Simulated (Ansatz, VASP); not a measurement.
# SiC: VASP beside Ansatz

The input POSCAR:

```
SiC
1.0
    0.0000000000      2.1087800000      2.1413900000
    2.1087800000      0.0000000000      2.1413900000
    2.1087800000      2.1087800000      0.0000000000
Si C
1 1
Direct
    0.0000000000      0.0000000000      0.0000000000
    0.7500000000      0.7500000000      0.7500000000
```

Contents of INCAR.step1:

```
PREC = Accurate
ENCUT = 520
ISMEAR = 0
SIGMA = 0.05
LREAL = F
LASPH = T
NELM = 80
NBANDS = 11
GGA = PE
ALGO = Normal
EDIFF = 1E-4
LWAVE = T
LCHARG = F
```

File INCAR.step2:

```
PREC = Accurate
ENCUT = 520
EDIFF = 1E-6
ISMEAR = 0
SIGMA = 0.05
LREAL = F
LASPH = T
NELM = 80
ALGO = Normal
ISIF = 2
LWAVE = F
LCHARG = F
METAGGA = R2SCAN
LMIXTAU = T
NBANDS = 11
ISTART = 1
```

File KPOINTS:

```
regular mesh
0
Gamma
  12 12 12
```

Input for Ansatz:

```yaml
crystal:
  lattice:
    - [0.0, 2.10878, 2.14139]
    - [2.10878, 0.0, 2.14139]
    - [2.10878, 2.10878, 0.0]
  atoms:
    - { symbol: Si, position: [0.0, 0.0, 0.0] }
    - { symbol: C, position: [0.75, 0.75, 0.75] }
basis:
  ecutwfc: 500
kpoints:
  mp_grid: { grid: [12, 12, 12] }
hamiltonian:
  xc: r2scan
scf:
  occupations: { method: gaussian, width: 0.05 }
output:
  forces: true
  stress: true
  eigenvalues: true
```

Change from the starting cell: strain -0.030 along x and y, -0.015 along z, atoms carried along.

Alike in both runs: task single point; functional r2SCAN; k mesh 12 × 12 × 12; occupations gaussian, width 0.05 eV; no spin polarisation.

|  | VASP | Ansatz |
| --- | --- | --- |
| version | VASP 6.6.1 | Ansatz 0.2.0 |
| potentials or method | VASP PAW PBE potentials, release 64 (Si, C), cutoff 520 eV | scalar-relativistic, plane waves, PAW |
| valence electrons in the cell | 8 | 8 |

```tsv
	VASP	Ansatz	Ansatz less VASP
gap on the k mesh at the Fermi level (eV)	1.58	1.57	-0.013
least direct gap on the mesh (eV)	5.14	5.13	-0.015
pressure (GPa)	21.5	21.7	+0.27
traceless stress, the component that is largest in VASP (GPa)	-3.01	-2.99	+0.017
```

VASP's potentials were made for PBE, not for r2SCAN.
